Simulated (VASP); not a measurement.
Input of a VASP 6.6.1 run:

File INCAR:

```
SYSTEM = PtSe2
PREC     = Accurate       ! precision mode
ENCUT    = 520            ! plane-wave cutoff, eV
EDIFF    = 1E-6           ! SCF threshold, eV
ISMEAR   = 0              ! smearing method
SIGMA    = 0.02           ! smearing width, eV
LREAL    = .False.        ! projectors in reciprocal space
LASPH    = .True.         ! aspherical terms in the spheres
NELM     = 100            ! most SCF steps
ALGO     = Normal         ! electronic algorithm
ISIF     = 2              ! what is computed and relaxed
LWAVE    = .False.        ! write WAVECAR
LCHARG   = .True.         ! write CHGCAR
GGA      = PE             ! functional
LELF     = .True.         ! ELF
LVHAR    = .True.       
NBANDS   = 18             ! bands
```

The input KPOINTS:

```
regular mesh
0
Gamma
  12 12 4
  0 0 0
```

The input POSCAR:

```
PtSe2
1.0
    3.7515550857      0.0000000000      0.0000000000
   -1.8757775429      3.2489420079      0.0000000000
    0.0000000000      0.0000000000      6.4989506992
Pt Se
1 2
Direct
    0.0000000000      0.0000000000      0.0000000000
    0.6666666667      0.3333333333      0.7989476135
    0.3333333333      0.6666666667      0.2010523865
```

Potentials or basis: VASP PAW PBE potentials, release 64 (Pt, Se).

Launch:

```bash
$ cat potpaw_PBE.64/Pt/POTCAR potpaw_PBE.64/Se/POTCAR > POTCAR
$ mpirun -np 1 vasp_std > vasp.out
```

(1) What does it give for the pressure?

(2) Estimate the band gap on the k mesh.

Answers

(1) 0.0 GPa.

(2) 0.87 eV (least direct gap 1.02 eV).

Caveat: spin-orbit coupling is left out, which moves the levels of the heavy elements; this functional lacks dispersion, which binds the layers, so the pressure and a relaxed spacing across them are unreliable.
